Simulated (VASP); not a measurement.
# Na2Al (R-3m) in VASP: further runs

Runs on Na2Al. Level: PBE. Tasks: single point, relaxation of cell and atoms.

Everything below comes from runs of VASP 6.6.1. Logs are shortened: lines on timing, memory, paths and dates and some standing lists are left out, and cuts for length are marked.

## 1. The cell of the first run

It takes space group R-3m (No. 166, trigonal). Conventional cell: a = 3.548 Å, b = 3.548 Å, c = 16.074 Å, α = 90.00°, β = 90.00°, γ = 120.00°. Within 3.2 Å of Na (site symmetry 3m) lie 3 Al at 2.45 Å. Within 3.2 Å of Al (site symmetry -3m) lie 6 Na at 2.45 Å.

## 2. Single point, PBE

INCAR

```
SYSTEM = Na2Al
  PREC = Accurate
  ENCUT = 520
  EDIFF = 1E-6
  ISMEAR = 0
  SIGMA = 0.1
  LREAL = .FALSE.
  LASPH = .TRUE.
  NELM = 80
  ALGO = Normal
  ISIF = 2
  LWAVE = .FALSE.
  LCHARG = .FALSE.
  GGA = PE
  NBANDS = 16
```

KPOINTS

```
regular mesh
0
G
  6 6 6
  0 0 0
```

POSCAR

```
Na2Al
1.0
    1.7739917862      1.0242146353      5.3579090043
   -1.7739917862      1.0242146353      5.3579090043
    0.0000000000     -2.0484292706      5.3579090043
Na Al
2 1
Direct
    0.7500000000      0.7500000000      0.7500000000
    0.2500000000      0.2500000000      0.2500000000
    0.0000000000      0.0000000000      0.0000000000
```

Potentials or basis: VASP PAW PBE potentials, release 64 (Na_pv, Al).

Started as:

```sh
> cat potpaw_PBE.64/Na_pv/POTCAR potpaw_PBE.64/Al/POTCAR > POTCAR
> mpirun -np 1 vasp_std > vasp.out
```

OUTCAR:

```text
SYSTEM = Na2Al
   PREC = Accurate
   ENCUT = 520
   EDIFF = 1E-6
   ISMEAR = 0
   LREAL = .FALSE.
   LASPH = .TRUE.
   NELM = 80
   ISIF = 2
   GGA = PE

 ion  position               nearest neighbor table
   1  0.750  0.750  0.750-   3 2.45   3 2.45   3 2.45
   2  0.250  0.250  0.250-   3 2.45   3 2.45   3 2.45
   3  0.000  0.000  0.000-   1 2.45   2 2.45   1 2.45   1 2.45   2 2.45   2 2.45

  LATTYP: Found a trigonal (rhomboedric) cell.
 ALAT       =     5.7361355785
 COS(alpha) =     0.8087090652

  Lattice vectors:

 A1 = (   1.7739917862,   1.0242146353,   5.3579090043)
 A2 = (  -1.7739917862,   1.0242146353,   5.3579090043)
 A3 = (   0.0000000000,  -2.0484292706,   5.3579090043)

Analysis of symmetry for initial positions (statically):
=====================================================================
 Subroutine PRICEL returns:
 Original cell was already a primitive cell.

 Routine SETGRP: Setting up the symmetry group for a
 trigonal (rhombohedral) supercell.

 Subroutine GETGRP returns: Found 12 space group operations
 (whereof 12 operations were pure point group operations)
 out of a pool of 12 trial point group operations.

The static configuration has the point symmetry D_3d.

Analysis of symmetry for dynamics (positions and initial velocities):
=====================================================================
 Subroutine PRICEL returns:
 Original cell was already a primitive cell.

 Routine SETGRP: Setting up the symmetry group for a
 trigonal (rhombohedral) supercell.

 Subroutine GETGRP returns: Found 12 space group operations
 (whereof 12 operations were pure point group operations)
 out of a pool of 12 trial point group operations.

The dynamic configuration has the point symmetry D_3d.

 Subroutine INISYM returns: Found 12 space group operations
 (whereof 12 operations are pure point group operations),
 and found     1 'primitive' translations

----------------------------------------------------------------------------------------

                                     Primitive cell

  volume of cell :      58.4103

  direct lattice vectors                    reciprocal lattice vectors
     1.773991786  1.024214635  5.357909004     0.281850234  0.162726308  0.062213325
    -1.773991786  1.024214635  5.357909004    -0.281850234  0.162726308  0.062213325
     0.000000000 -2.048429271  5.357909004     0.000000000 -0.325452617  0.062213325

  length of vectors
     5.736135579  5.736135579  5.736135579     0.331345595  0.331345595  0.331345595

  position of ions in fractional coordinates (direct lattice)
     0.750000000  0.750000000  0.750000000
     0.250000000  0.250000000  0.250000000
     0.000000000  0.000000000  0.000000000

  ion indices of the primitive-cell ions
   primitive index   ion index
                 1           1
                 2           2
                 3           3

----------------------------------------------------------------------------------------

 KPOINTS: regular mesh

Automatic generation of k-mesh.
 Grid dimensions read from file:
 generate k-points for:    6    6    6

 Generating k-lattice:

  Cartesian coordinates                     Fractional coordinates (reciprocal lattice)
     0.046975039  0.027121051  0.010368887     0.166666667 -0.000000000 -0.000000000
    -0.046975039  0.027121051  0.010368887    -0.000000000  0.166666667 -0.000000000
     0.000000000 -0.054242103  0.010368887    -0.000000000 -0.000000000  0.166666667

  Length of vectors
     0.055224266  0.055224266  0.055224266

  Shift w.r.t. Gamma in fractional coordinates (k-lattice)
     0.000000000  0.000000000  0.000000000

 Subroutine IBZKPT returns following result:
 ===========================================

 Found     32 irreducible k-points:

 Following reciprocal coordinates:
            Coordinates               Weight
  0.000000  0.000000  0.000000      1.000000
  0.166667 -0.000000 -0.000000      6.000000
  0.333333  0.000000 -0.000000      6.000000
  0.500000 -0.000000 -0.000000      3.000000
  0.166667  0.166667  0.000000      6.000000
  0.333333  0.166667  0.000000     12.000000
[... 16 lines left out ...]
  0.500000  0.500000  0.166667      6.000000
 -0.333333  0.500000  0.166667     12.000000
 [... further k-points ...]
   k-points           NKPTS =     32   k-points in BZ     NKDIM =     32   number of bands    NBANDS=     16
   number of dos      NEDOS =    301   number of ions     NIONS =      3
   total plane-waves  NPLWV = 110592
   dimension x,y,z NGX =    48 NGY =   48 NGZ =   48
   dimension x,y,z NGXF=    96 NGYF=   96 NGZF=   96
   ions per type =               2   1
   NGX,Y,Z   is equivalent  to a cutoff of  13.91, 13.91, 13.91 a.u.
   NGXF,Y,Z  is equivalent  to a cutoff of  27.82, 27.82, 27.82 a.u.
 SYSTEM =  Na2Al
   PREC   = accura    normal or accurate (medium, high low for compatibility)
   ISTART =      0    job   : 0-new  1-cont  2-samecut
   ICHARG =      2    charge: 1-file 2-atom 10-const
   ISPIN  =      1    spin polarized calculation?
   LNONCOLLINEAR =      F non collinear calculations
   LSORBIT =      F    spin-orbit coupling
   LASPH  =      T    aspherical Exc in radial PAW
   ENCUT  =  520.0 eV  38.22 Ry    6.18 a.u.  10.67 10.67 10.67*2*pi/ulx,y,z
   NELM   =     80;   NELMIN=  2; NELMDL= -5     # of ELM steps
   EDIFF  = 0.1E-05   stopping-criterion for ELM
   LREAL  =      F    real-space projection
   EDIFFG = 0.1E-04   stopping-criterion for IOM
   NSW    =      0    number of steps for IOM
   IBRION =     -1    ionic relax: 0-MD 1-quasi-New 2-CG
   NFREE  =      0    steps in history (QN), initial steepest desc. (CG)
   ISIF   =      2    stress and relaxation
   ISYM   =      2    0-nonsym 1-usesym 2-fastsym
   POTIM  = 0.5000    time-step for ionic-motion
   TEBEG  =    0.0;   TEEND  =   0.0 temperature during run
   PSTRESS=    0.0 pullay stress
   NELECT =      17.0000    total number of electrons
   NUPDOWN=      -1.0000    fix difference up-down
   EMIN   =  10.00;   EMAX   =-10.00  energy-range for DOS
   EFERMI =   0.00;   METHOD = LEGACY
   ISMEAR =     0;   SIGMA  =   0.10  broadening in eV -4-tet -1-fermi 0-gaus
   EFERMI_NEDOS =   21; number of points for ismear=-14 and -15
   IALGO  =     38    algorithm
   IMIX   =      4    mixing-type and parameters
     AMIX     =   0.40;   BMIX     =  1.00
     AMIX_MAG =   1.60;   BMIX_MAG =  1.00
  volume/ion in A,a.u.               =      19.47       131.39
  Fermi-wavevector in a.u.,A,eV,Ry     =   1.084913  2.050188 16.014538  1.177035
  Thomas-Fermi vector in A             =   2.221014
   LORBIT       =      0    0 simple, 1 ext, 2 COOP (PROOUT), +10 PAW based schemes
   GGA     = PE    functional components
   LHFCALC =     F    Hartree Fock is set to
   AEXX    =    0.0000 exact exchange contribution
   IVDW    =     0    specifies the selected vdW correction
   LEPSILON=     F    determine dielectric tensor
   LRPA    =     F    only Hartree local field effects (RPA)
 non-spin polarized calculation
 Gauss-broadening in eV      SIGMA  =   0.10
  energy-cutoff  :      520.00
  volume of cell :       58.41
 maximum number of plane-waves:      1592
 NGX is ok and might be reduce to    48
   NGX = 21   NGY = 21   NGZ = 21

 number of electron      16.9999998 magnetization

 Free energy of the ion-electron system (eV)
  ---------------------------------------------------
  ext. energy  EPLUGINS =         0.00000000
  ---------------------------------------------------
  free energy    TOTEN  =        -2.65421477 eV

  energy without entropy =       -2.65053352  energy(sigma->0) =       -2.65237414

 E-fermi :   3.8211     XC(G=0):  -8.6967

 val. band max:        3.7104609226   @ k =   0.5000   0.1667  -0.0000
 cond. band min:       3.8706383258   @ k =   0.1667  -0.0000  -0.0000
 fundamental gap:      0.1601774032
 Fermi energy:         3.8210987421

 k-point     1 :       0.0000    0.0000    0.0000
  band No.  band energies     occupation
      1     -20.8254      2.00000
      2     -20.7198      2.00000
      3     -20.7198      2.00000
      4     -20.7009      2.00000
      5     -20.6997      2.00000
      6     -20.6997      2.00000
[... 8 lines left out ...]
     15      13.7961      0.00000
     16      13.7961      0.00000

 k-point     2 :       0.1667   -0.0000   -0.0000
  band No.  band energies     occupation
      1     -20.8146      2.00000
      2     -20.7339      2.00000
      3     -20.7223      2.00000
      4     -20.7178      2.00000
      5     -20.7068      2.00000
      6     -20.7046      2.00000
[... 8 lines left out ...]
     15      13.2896      0.00000
     16      13.4204      0.00000

 k-point     3 :       0.3333    0.0000   -0.0000
  band No.  band energies     occupation
      1     -20.7890      2.00000
      2     -20.7627      2.00000
      3     -20.7514      2.00000
      4     -20.7266      2.00000
      5     -20.7240      2.00000
      6     -20.7152      2.00000
[... 8 lines left out ...]
     15      11.8476      0.00000
     16      13.9416      0.00000

 k-point     4 :       0.5000   -0.0000   -0.0000
  band No.  band energies     occupation
      1     -20.7809      2.00000
      2     -20.7730      2.00000
      3     -20.7534      2.00000
      4     -20.7466      2.00000
      5     -20.7276      2.00000
      6     -20.7215      2.00000
[... 8 lines left out ...]
     15      11.5432      0.00000
     16      13.3283      0.00000
[... 324 lines left out ...]
 k-point    22 :      -0.1667    0.3333    0.1667
  band No.  band energies     occupation
      1     -20.7902      2.00000
      2     -20.7834      2.00000
      3     -20.7494      2.00000
      4     -20.7377      2.00000
      5     -20.7306      2.00000
      6     -20.7115      2.00000
[... 8 lines left out ...]
     15      12.7091      0.00000
     16      13.4622      0.00000

 k-point    23 :       0.5000    0.5000    0.1667
  band No.  band energies     occupation
      1     -20.7994      2.00000
      2     -20.7854      2.00000
      3     -20.7350      2.00000
      4     -20.7254      2.00000
      5     -20.7170      2.00000
      6     -20.7068      2.00000
[... 8 lines left out ...]
     15      13.1492      0.00000
     16      13.2463      0.00000

 k-point    24 :      -0.3333    0.5000    0.1667
  band No.  band energies     occupation
      1     -20.7998      2.00000
      2     -20.7905      2.00000
      3     -20.7455      2.00000
      4     -20.7274      2.00000
      5     -20.7241      2.00000
      6     -20.7155      2.00000
[... 8 lines left out ...]
     15      12.1769      0.00000
     16      12.7052      0.00000

 [... further k-points ...]

------------------------ aborting loop because EDIFF is reached ----------------------------------------

  FORCE on cell =-STRESS in cart. coord.  units (eV):
  Direction    XX          YY          ZZ          XY          YZ          ZX
  --------------------------------------------------------------------------------------
  -------------------------------------------------------------------------------------
  Total        8.9009553      8.9009553      9.1707809      0.0000000     -0.0000000      0.0000000
  in kB      244.1507352    244.1507352    251.5519758      0.0000000     -0.0000000      0.0000000
  external PRESSURE =     246.6178154 kB  Pullay stress =       0.0000000 kB

 VOLUME and BASIS-vectors are now :
 -----------------------------------------------------------------------------
  energy-cutoff  :      520.00
  volume of cell :       58.41
      direct lattice vectors                 reciprocal lattice vectors
     1.773991786  1.024214635  5.357909004     0.281850234  0.162726308  0.062213325
    -1.773991786  1.024214635  5.357909004    -0.281850234  0.162726308  0.062213325
     0.000000000 -2.048429271  5.357909004     0.000000000 -0.325452617  0.062213325

 POSITION                                       TOTAL-FORCE (eV/Angst)
 -----------------------------------------------------------------------------------
      0.00000      0.00000     12.05530         0.000000     -0.000000      3.203796
      0.00000      0.00000      4.01843         0.000000      0.000000     -3.203796
      0.00000      0.00000      0.00000         0.000000      0.000000     -0.000000
 -----------------------------------------------------------------------------------
    total drift:                                0.000000      0.000000      0.000000

  FREE ENERGIE OF THE ION-ELECTRON SYSTEM (eV)
  ---------------------------------------------------
  free  energy   TOTEN  =        -2.6542147683 eV

  energy  without entropy=       -2.6505335201  energy(sigma->0) =       -2.65237414
```

Wall time 36 s (1 thread of AMD EPYC 9R45 (Zen 5), shared host); peak memory 0.27 GiB.

What came out:

```
Free energy   : -2.6542 eV
Pressure      : 24.7 GPa
Largest force : 3.204 eV/Å
```

Forces in eV/Å, atoms in the order of the input:
```
Na   0.000  0.000  3.204
Na   0.000  0.000 -3.204
Al   0.000  0.000  0.000
```

Stress tensor (GPa, compression positive):
```
24.42  0.00  0.00
 0.00 24.42  0.00
 0.00  0.00 25.16
```

Levels at points of the mesh, in eV from the Fermi level:
```csv
k point,band 5,band 6,band 7,band 8,band 9,band 10,band 11,band 12
"(0.00, 0.00, 0.00)",-24.52,-24.52,-7.57,-1.51,-0.55,4.75,4.75,7.46
"(0.50, 0.00, 0.00)",-24.55,-24.54,-4.42,-2.90,0.38,2.10,2.76,3.93
"(0.50, 0.50, 0.00)",-24.54,-24.53,-4.30,-2.76,-0.31,1.26,2.68,4.06
"(0.50, 0.50, 0.50)",-24.53,-24.53,-7.25,-3.64,4.07,4.73,4.77,4.77
```

Caveat: forces of over 1 eV/Å act on the atoms, so gaps and moduli don't describe the material at rest.

## 3. Single point, PBE

This run uses another cell than the first one, of 26.47 Å³/atom, 1.360 times its volume.

INCAR

```
PREC = Accurate ; ENCUT = 520
EDIFF = 1E-6 ; ISMEAR = 0
SIGMA = 0.1 ; LREAL = F
LASPH = T ; NELM = 60
ALGO = Normal ; ISIF = 2
LWAVE = F ; LCHARG = F
GGA = PE ; NBANDS = 16
```

KPOINTS

```
Automatic mesh
0
Gamma
  6 6 6
```

POSCAR

```
Na2Al
1.0
    1.6621891297      0.9596653415      8.2969871621
   -1.6621891297      0.9596653415      8.2969871621
    0.0000000000     -1.9193306829      8.2969871621
Na Al
2 1
Direct
    0.7695422897      0.7695422897      0.7695422897
    0.2304577103      0.2304577103      0.2304577103
    0.0000000000      0.0000000000      0.0000000000
```

Potentials or basis: VASP PAW PBE potentials, release 64 (Na_pv, Al).

Started as:

```sh
> cat potpaw_PBE.64/Na_pv/POTCAR potpaw_PBE.64/Al/POTCAR > POTCAR
> mpirun -np 1 vasp_std > vasp.out
```

Run time: 96 s. Hardware: 1 thread of AMD EPYC 9R45 (Zen 5), shared host; peak memory 0.47 GiB.

The run converged. Its results:

| Item | Value |
| --- | --- |
| Free energy | -5.7011 eV |
| Pressure | 0.2 GPa |
| Largest force | 0.028 eV/Å |

Forces in eV/Å, atoms in the order of the input:
```
Na   0.000  0.000 -0.028
Na   0.000  0.000  0.028
Al   0.000  0.000  0.000
```

Levels at points of the mesh, in eV from the Fermi level:
| k point | band 6 | band 7 | band 8 | band 9 | band 10 | band 11 | band 12 | band 13 |
| --- | --- | --- | --- | --- | --- | --- | --- | --- |
| (0.00, 0.00, 0.00) | -24.52 | -6.68 | -2.65 | -2.49 | 3.23 | 3.73 | 8.44 | 8.44 |
| (0.50, 0.00, 0.00) | -24.52 | -2.79 | -1.78 | 0.67 | 1.91 | 2.25 | 2.63 | 5.43 |
| (0.50, 0.50, 0.00) | -24.52 | -2.78 | -1.77 | 0.54 | 1.29 | 2.98 | 3.63 | 5.17 |
| (0.50, 0.50, 0.50) | -24.52 | -6.65 | -3.52 | -0.57 | 0.41 | 7.61 | 8.08 | 8.45 |

Caveat: the k points lie up to 0.37 Å⁻¹ apart.

[end of part 1 of 2]
